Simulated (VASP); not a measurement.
# Al2O3 (P-3m1) in VASP: a series of runs

Al2O3 is run at these levels: r2SCAN; tasks: single point.

Program: VASP 6.6.1. These are calculated values, not measurements. Logs are shortened: lines on timing, memory, paths and dates and some standing lists are left out, and cuts for length are marked.

**1. The cell of the first run**

It takes space group P-3m1 (No. 164, trigonal). The conventional cell has a = 3.185 Å, b = 3.185 Å, c = 6.797 Å, α = 90.00°, β = 90.00°, γ = 120.00°. Within 2.0 Å of Al (site symmetry 3m) lie 4 O at 1.51 to 1.91 Å. Within 2.5 Å of O (site symmetry 3m) lie 3 Al at 1.91 Å. Within 2.0 Å of O (site symmetry -3m) lie 2 Al at 1.51 Å.

**2. Single point, r2SCAN**

POSCAR

```
Al2O3
1.0
    3.1854573241      0.0000000000      0.0000000000
   -1.5927286620      2.7586869653      0.0000000000
    0.0000000000      0.0000000000      6.7968505109
Al O
2 3
Direct
    0.0000000000      0.0000000000      0.2779510000
    0.0000000000      0.0000000000      0.7220490000
    0.3333333333      0.6666666667      0.1994540000
    0.6666666667      0.3333333333      0.8005460000
    0.0000000000      0.0000000000      0.5000000000
```

INCAR.step1

```
SYSTEM = Al2O3
PREC = Accurate
ENCUT = 520
ISMEAR = 0
SIGMA = 0.05
LREAL = .False.
LASPH = .True.
NELM = 80
NBANDS = 20
GGA = PE
ALGO = Normal
EDIFF = 1E-4
LWAVE = .True.
LCHARG = .False.
```

INCAR.step2

```
SYSTEM = Al2O3
PREC = Accurate
ENCUT = 520
EDIFF = 1E-6
ISMEAR = 0
SIGMA = 0.05
LREAL = .False.
LASPH = .True.
NELM = 80
ALGO = Normal
ISIF = 2
LWAVE = .False.
LCHARG = .False.
METAGGA = R2SCAN
LMIXTAU = .True.
NBANDS = 20
ISTART = 1
```

KPOINTS

```
regular mesh
0
Gamma
  12 12 4
  0 0 0
```

Potentials or basis: VASP PAW PBE potentials, release 64 (Al, O).

Launch:

```sh
$ cat potpaw_PBE.64/Al/POTCAR potpaw_PBE.64/O/POTCAR > POTCAR
$ cp INCAR.step1 INCAR
$ mpirun -np 1 vasp_std > vasp.out
$ cp INCAR.step2 INCAR
$ mpirun -np 1 vasp_std > vasp.out
```

OUTCAR:

```text
SYSTEM = Al2O3
   PREC = Accurate
   ENCUT = 520
   EDIFF = 1E-6
   ISMEAR = 0
   LREAL = .False.
   LASPH = .True.
   NELM = 80
   ISIF = 2
   METAGGA = R2SCAN
   ISTART = 1

 ion  position               nearest neighbor table
   1  0.000  0.000  0.278-   5 1.51   3 1.91   3 1.91   3 1.91   2 3.02
   2  0.000  0.000  0.722-   5 1.51   4 1.91   4 1.91   4 1.91   1 3.02
   3  0.333  0.667  0.199-   1 1.91   1 1.91   1 1.91
   4  0.667  0.333  0.801-   2 1.91   2 1.91   2 1.91
   5  0.000  0.000  0.500-   1 1.51   2 1.51

  LATTYP: Found a hexagonal cell.
 ALAT       =     3.1854573241
 C/A-ratio  =     2.1337126256

  Lattice vectors:

 A1 = (   3.1854573241,   0.0000000000,   0.0000000000)
 A2 = (  -1.5927286620,   2.7586869653,   0.0000000000)
 A3 = (   0.0000000000,   0.0000000000,   6.7968505109)

Analysis of symmetry for initial positions (statically):
=====================================================================
 Subroutine PRICEL returns:
 Original cell was already a primitive cell.

 Routine SETGRP: Setting up the symmetry group for a
 hexagonal supercell.

 Subroutine GETGRP returns: Found 12 space group operations
 (whereof 12 operations were pure point group operations)
 out of a pool of 24 trial point group operations.

The static configuration has the point symmetry D_3d.

Analysis of symmetry for dynamics (positions and initial velocities):
=====================================================================
 Subroutine PRICEL returns:
 Original cell was already a primitive cell.

 Routine SETGRP: Setting up the symmetry group for a
 hexagonal supercell.

 Subroutine GETGRP returns: Found 12 space group operations
 (whereof 12 operations were pure point group operations)
 out of a pool of 24 trial point group operations.

The dynamic configuration has the point symmetry D_3d.

 Subroutine INISYM returns: Found 12 space group operations
 (whereof 12 operations are pure point group operations),
 and found     1 'primitive' translations

----------------------------------------------------------------------------------------

                                     Primitive cell

  volume of cell :      59.7285

  direct lattice vectors                    reciprocal lattice vectors
     3.185457324  0.000000000  0.000000000     0.313926667  0.181245646  0.000000000
    -1.592728662  2.758686965  0.000000000     0.000000000  0.362491291  0.000000000
     0.000000000  0.000000000  6.796850511     0.000000000  0.000000000  0.147126967

  length of vectors
     3.185457324  3.185457324  6.796850511     0.362491291  0.362491291  0.147126967

  position of ions in fractional coordinates (direct lattice)
     0.000000000  0.000000000  0.277951000
     0.000000000  0.000000000  0.722049000
     0.333333333  0.666666667  0.199454000
     0.666666667  0.333333333  0.800546000
     0.000000000  0.000000000  0.500000000

  ion indices of the primitive-cell ions
   primitive index   ion index
                 1           1
                 2           2
                 3           3
                 4           4
                 5           5

----------------------------------------------------------------------------------------

 KPOINTS: regular mesh

Automatic generation of k-mesh.
 Grid dimensions read from file:
 generate k-points for:   12   12    4

 Generating k-lattice:

  Cartesian coordinates                     Fractional coordinates (reciprocal lattice)
     0.026160556  0.015103804  0.000000000     0.083333333  0.000000000  0.000000000
     0.000000000  0.030207608  0.000000000     0.000000000  0.083333333  0.000000000
     0.000000000  0.000000000  0.036781742     0.000000000  0.000000000  0.250000000

  Length of vectors
     0.030207608  0.030207608  0.036781742

  Shift w.r.t. Gamma in fractional coordinates (k-lattice)
     0.000000000  0.000000000  0.000000000

 Subroutine IBZKPT returns following result:
 ===========================================

 Found     69 irreducible k-points:

 Following reciprocal coordinates:
            Coordinates               Weight
  0.000000  0.000000  0.000000      1.000000
  0.083333  0.000000  0.000000      6.000000
  0.166667  0.000000  0.000000      6.000000
  0.250000  0.000000  0.000000      6.000000
  0.333333 -0.000000  0.000000      6.000000
  0.416667  0.000000  0.000000      6.000000
[... 16 lines left out ...]
  0.166667  0.000000  0.250000      6.000000
  0.000000  0.166667  0.250000      6.000000
 [... further k-points ...]
   k-points           NKPTS =     69   k-points in BZ     NKDIM =     69   number of bands    NBANDS=     20
   number of dos      NEDOS =    301   number of ions     NIONS =      5
   total plane-waves  NPLWV =  31104
   dimension x,y,z NGX =    24 NGY =   24 NGZ =   54
   dimension x,y,z NGXF=    48 NGYF=   48 NGZF=  108
   ions per type =               2   3
   NGX,Y,Z   is equivalent  to a cutoff of  12.53, 12.53, 13.21 a.u.
   NGXF,Y,Z  is equivalent  to a cutoff of  25.05, 25.05, 26.42 a.u.
 SYSTEM =  Al2O3
   PREC   = accura    normal or accurate (medium, high low for compatibility)
   ISTART =      1    job   : 0-new  1-cont  2-samecut
   ICHARG =      0    charge: 1-file 2-atom 10-const
   ISPIN  =      1    spin polarized calculation?
   LNONCOLLINEAR =      F non collinear calculations
   LSORBIT =      F    spin-orbit coupling
   LASPH  =      T    aspherical Exc in radial PAW
   ENCUT  =  520.0 eV  38.22 Ry    6.18 a.u.   5.92  5.92 12.64*2*pi/ulx,y,z
   NELM   =     80;   NELMIN=  2; NELMDL=  0     # of ELM steps
   EDIFF  = 0.1E-05   stopping-criterion for ELM
   LREAL  =      F    real-space projection
   EDIFFG = 0.1E-04   stopping-criterion for IOM
   NSW    =      0    number of steps for IOM
   IBRION =     -1    ionic relax: 0-MD 1-quasi-New 2-CG
   NFREE  =      0    steps in history (QN), initial steepest desc. (CG)
   ISIF   =      2    stress and relaxation
   ISYM   =      2    0-nonsym 1-usesym 2-fastsym
   POTIM  = 0.5000    time-step for ionic-motion
   TEBEG  =    0.0;   TEEND  =   0.0 temperature during run
   PSTRESS=    0.0 pullay stress
   NELECT =      24.0000    total number of electrons
   NUPDOWN=      -1.0000    fix difference up-down
   EMIN   =  10.00;   EMAX   =-10.00  energy-range for DOS
   EFERMI =   0.00;   METHOD = LEGACY
   ISMEAR =     0;   SIGMA  =   0.05  broadening in eV -4-tet -1-fermi 0-gaus
   EFERMI_NEDOS =   21; number of points for ismear=-14 and -15
   IALGO  =     38    algorithm
   IMIX   =      4    mixing-type and parameters
     AMIX     =   0.40;   BMIX     =  1.00
     AMIX_MAG =   1.60;   BMIX_MAG =  1.00
  volume/ion in A,a.u.               =      11.95        80.61
  Fermi-wavevector in a.u.,A,eV,Ry     =   1.208049  2.282882 19.856107  1.459383
  Thomas-Fermi vector in A             =   2.343669
   LORBIT       =      0    0 simple, 1 ext, 2 COOP (PROOUT), +10 PAW based schemes
   METAGGA = R2SCAN    functional components
   LHFCALC =     F    Hartree Fock is set to
   AEXX    =    0.0000 exact exchange contribution
   IVDW    =     0    specifies the selected vdW correction
   LEPSILON=     F    determine dielectric tensor
   LRPA    =     F    only Hartree local field effects (RPA)
 non-spin polarized calculation
 Gauss-broadening in eV      SIGMA  =   0.05
  energy-cutoff  :      520.00
  volume of cell :       59.73
 maximum number of plane-waves:      1626
   NGX = 11   NGY = 11   NGZ = 25

 number of electron      23.9999995 magnetization

 Free energy of the ion-electron system (eV)
  ---------------------------------------------------
  ext. energy  EPLUGINS =         0.00000000
  ---------------------------------------------------
  free energy    TOTEN  =       -44.85600178 eV

  energy without entropy =      -44.85600178  energy(sigma->0) =      -44.85600178

 E-fermi :   2.3008     XC(G=0): -10.1878

 val. band max:        2.0899641712   @ k =   0.3333   0.0833   0.2500
 cond. band min:       6.1038812886   @ k =   0.0000   0.0000   0.0000
 fundamental gap:      4.0139171173
 Fermi energy:         2.3007861560

 k-point     1 :       0.0000    0.0000    0.0000
  band No.  band energies     occupation
      1     -16.6403      2.00000
      2     -15.8463      2.00000
      3     -15.2168      2.00000
      4      -2.6482      2.00000
      5      -0.2815      2.00000
      6       0.1701      2.00000
[... 12 lines left out ...]
     19      15.9623      0.00000
     20      16.0067      0.00000

 k-point     2 :       0.0833    0.0000    0.0000
  band No.  band energies     occupation
      1     -16.5934      2.00000
      2     -15.8130      2.00000
      3     -15.2085      2.00000
      4      -2.6552      2.00000
      5      -0.4147      2.00000
      6       0.0007      2.00000
[... 12 lines left out ...]
     19      16.2106      0.00000
     20      16.2376      0.00000

 k-point     3 :       0.1667    0.0000    0.0000
  band No.  band energies     occupation
      1     -16.4591      2.00000
      2     -15.7206      2.00000
      3     -15.1885      2.00000
      4      -2.7005      2.00000
      5      -0.8656      2.00000
      6      -0.4016      2.00000
[... 12 lines left out ...]
     19      16.5063      0.00000
     20      16.7773      0.00000

 k-point     4 :       0.2500    0.0000    0.0000
  band No.  band energies     occupation
      1     -16.2579      2.00000
      2     -15.5922      2.00000
      3     -15.1709      2.00000
      4      -2.8422      2.00000
      5      -1.4955      2.00000
      6      -0.8756      2.00000
[... 429 lines left out ...]
 k-point    23 :       0.1667    0.0000    0.2500
  band No.  band energies     occupation
      1     -16.4278      2.00000
      2     -15.8005      2.00000
      3     -15.1382      2.00000
      4      -2.7062      2.00000
      5      -0.7701      2.00000
      6      -0.5455      2.00000
[... 12 lines left out ...]
     19      16.0002      0.00000
     20      17.0753      0.00000

 k-point    24 :       0.0000    0.1667    0.2500
  band No.  band energies     occupation
      1     -16.4260      2.00000
      2     -15.8055      2.00000
      3     -15.1349      2.00000
      4      -2.7216      2.00000
      5      -0.8861      2.00000
      6      -0.5133      2.00000
[... 12 lines left out ...]
     19      16.1121      0.00000
     20      16.9337      0.00000

 [... further k-points ...]
[... 5 lines left out ...]
  --------------------------------------------------------------------------------------
  -------------------------------------------------------------------------------------
  Total       -8.9182025     -8.9182025     25.5532558     -0.0000000      0.0000000     -0.0000000
  in kB     -239.2246794   -239.2246794    685.4485978     -0.0000000      0.0000000     -0.0000000
  external PRESSURE =      68.9997463 kB  Pullay stress =       0.0000000 kB

 VOLUME and BASIS-vectors are now :
 -----------------------------------------------------------------------------
  energy-cutoff  :      520.00
  volume of cell :       59.73
      direct lattice vectors                 reciprocal lattice vectors
     3.185457324  0.000000000  0.000000000     0.313926667  0.181245646  0.000000000
    -1.592728662  2.758686965  0.000000000     0.000000000  0.362491291  0.000000000
     0.000000000  0.000000000  6.796850511     0.000000000  0.000000000  0.147126967

 POSITION                                       TOTAL-FORCE (eV/Angst)
 -----------------------------------------------------------------------------------
      0.00000      0.00000      1.88919        -0.000000      0.000000     -8.487570
      0.00000      0.00000      4.90766         0.000000     -0.000000      8.487570
     -0.00000      1.83912      1.35566         0.000000      0.000000      0.233667
      1.59273      0.91956      5.44119         0.000000     -0.000000     -0.233667
      0.00000      0.00000      3.39843         0.000000      0.000000      0.000000
 -----------------------------------------------------------------------------------
    total drift:                                0.000000      0.000000     -0.000000

  FREE ENERGIE OF THE ION-ELECTRON SYSTEM (eV)
  ---------------------------------------------------
  free  energy   TOTEN  =       -44.8560017847 eV

  energy  without entropy=      -44.8560017847  energy(sigma->0) =      -44.85600178
```

Run time: 8.3 min. Hardware: 1 thread of AMD EPYC 7R43 (Zen 3), shared host; peak memory 0.17 GiB.

What came out:

| Property | Result |
| --- | --- |
| Free energy | -44.8560 eV |
| Pressure | 6.9 GPa |
| Largest force | 8.488 eV/Å |
| Band gap on the k mesh | 4.01 eV (least direct gap 4.40 eV) |

Forces in eV/Å, atoms in the order of the input:
```
Al   0.000  0.000 -8.488
Al   0.000  0.000  8.488
O    0.000  0.000  0.234
O    0.000  0.000 -0.234
O    0.000  0.000  0.000
```

Levels at points of the mesh, in eV from the valence-band top:
| k point | band 9 | band 10 | band 11 | band 12 | band 13 | band 14 | band 15 | band 16 |
| --- | --- | --- | --- | --- | --- | --- | --- | --- |
| (0.00, 0.00, 0.00) | -1.90 | -0.41 | -0.41 | -0.38 | 4.01 | 6.25 | 9.45 | 13.47 |
| (0.50, 0.00, 0.00) | -2.31 | -0.92 | -0.61 | -0.20 | 6.58 | 8.53 | 9.72 | 11.70 |
| (0.00, 0.00, 0.50) | -1.68 | -1.15 | -0.42 | -0.42 | 4.81 | 5.49 | 10.16 | 11.47 |
| (0.50, 0.00, 0.50) | -2.49 | -1.27 | -0.57 | -0.01 | 7.29 | 7.51 | 10.37 | 10.51 |

Caveat: the cell stands under pressure; the PAW data sets were made with another functional, which shifts forces and pressure a little. A k mesh can miss the band edges.

**3. Single point, r2SCAN**

This run uses another cell than the first one, of the same volume but with other edges.

Changes to POSCAR since step 2:

```diff
@@ -2,5 +2,5 @@
 1.0
-    3.1854573241      0.0000000000      0.0000000000
-   -1.5927286620      2.7586869653      0.0000000000
-    0.0000000000      0.0000000000      6.7968505109
+    2.8395597904      0.0000000000      0.0000000000
+   -1.4197798952      2.4591309141      0.0000000000
+    0.0000000000      0.0000000000      8.5536064605
 Al O
```

INCAR.step1 is that of step 2.

Changes to INCAR.step2 since step 2:

```diff
@@ -12,5 +12,7 @@
 LWAVE = .False.
-LCHARG = .False.
+LCHARG = .True.
 METAGGA = R2SCAN
 LMIXTAU = .True.
+LELF = .True.
+LVHAR = .True.
 NBANDS = 20
```

KPOINTS

```
Automatic mesh
0
Gamma
  12 12 4
  0 0 0
```

Potentials or basis: VASP PAW PBE potentials, release 64 (Al, O).

Launch:

```sh
$ cat potpaw_PBE.64/Al/POTCAR potpaw_PBE.64/O/POTCAR > POTCAR
$ cp INCAR.step1 INCAR
$ mpirun -np 1 vasp_std > vasp.out
$ cp INCAR.step2 INCAR
$ mpirun -np 1 vasp_std > vasp.out
```

OUTCAR:

```text
SYSTEM = Al2O3
   PREC = Accurate
   ENCUT = 520
   EDIFF = 1E-6
   ISMEAR = 0
   LREAL = .False.
   LASPH = .True.
   NELM = 80
   ISIF = 2
   METAGGA = R2SCAN
   ISTART = 1

 ion  position               nearest neighbor table
   1  0.000  0.000  0.278-   3 1.77   3 1.77   3 1.77   5 1.90
   2  0.000  0.000  0.722-   4 1.77   4 1.77   4 1.77   5 1.90
   3  0.333  0.667  0.199-   1 1.77   1 1.77   1 1.77
   4  0.667  0.333  0.801-   2 1.77   2 1.77   2 1.77
   5  0.000  0.000  0.500-   1 1.90   2 1.90
[... 750 lines left out ...]

 [... further k-points ...]
[... 5 lines left out ...]
  --------------------------------------------------------------------------------------
  -------------------------------------------------------------------------------------
  Total        8.1928699      8.1928699    -19.0503808      0.0000000      0.0000000      0.0000000
  in kB      219.7681266    219.7681266   -511.0134270      0.0000000      0.0000000      0.0000000
  external PRESSURE =     -23.8257246 kB  Pullay stress =       0.0000000 kB

 VOLUME and BASIS-vectors are now :
 -----------------------------------------------------------------------------
  energy-cutoff  :      520.00
  volume of cell :       59.73
      direct lattice vectors                 reciprocal lattice vectors
     2.839559790  0.000000000  0.000000000     0.352167263  0.203323864  0.000000000
    -1.419779895  2.459130914  0.000000000     0.000000000  0.406647728  0.000000000
     0.000000000  0.000000000  8.553606460     0.000000000  0.000000000  0.116909751

 POSITION                                       TOTAL-FORCE (eV/Angst)
 -----------------------------------------------------------------------------------
      0.00000      0.00000      2.37748         0.000000     -0.000000      4.375153
      0.00000      0.00000      6.17612        -0.000000      0.000000     -4.375153
     -0.00000      1.63942      1.70605        -0.000000     -0.000000      0.415642
      1.41978      0.81971      6.84756        -0.000000      0.000000     -0.415642
      0.00000      0.00000      4.27680        -0.000000      0.000000      0.000000
 -----------------------------------------------------------------------------------
    total drift:                                0.000000      0.000000      0.000000

  FREE ENERGIE OF THE ION-ELECTRON SYSTEM (eV)
  ---------------------------------------------------
  free  energy   TOTEN  =       -44.8343651343 eV

  energy  without entropy=      -44.8343651343  energy(sigma->0) =      -44.83436513
```

Wall time 8.7 min (1 thread of AMD EPYC 7R43 (Zen 3), shared host); peak memory 0.19 GiB.

What came out:

```
Free energy            : -44.8344 eV
Pressure               : -2.4 GPa
Largest force          : 4.375 eV/Å
Band gap on the k mesh : 0.66 eV
```

Forces in eV/Å, atoms in the order of the input:
```
Al   0.000  0.000  4.375
Al   0.000  0.000 -4.375
O    0.000  0.000  0.416
O    0.000  0.000 -0.416
O    0.000  0.000  0.000
```

Caveat: the PAW data sets were made with another functional, which shifts forces and pressure a little.
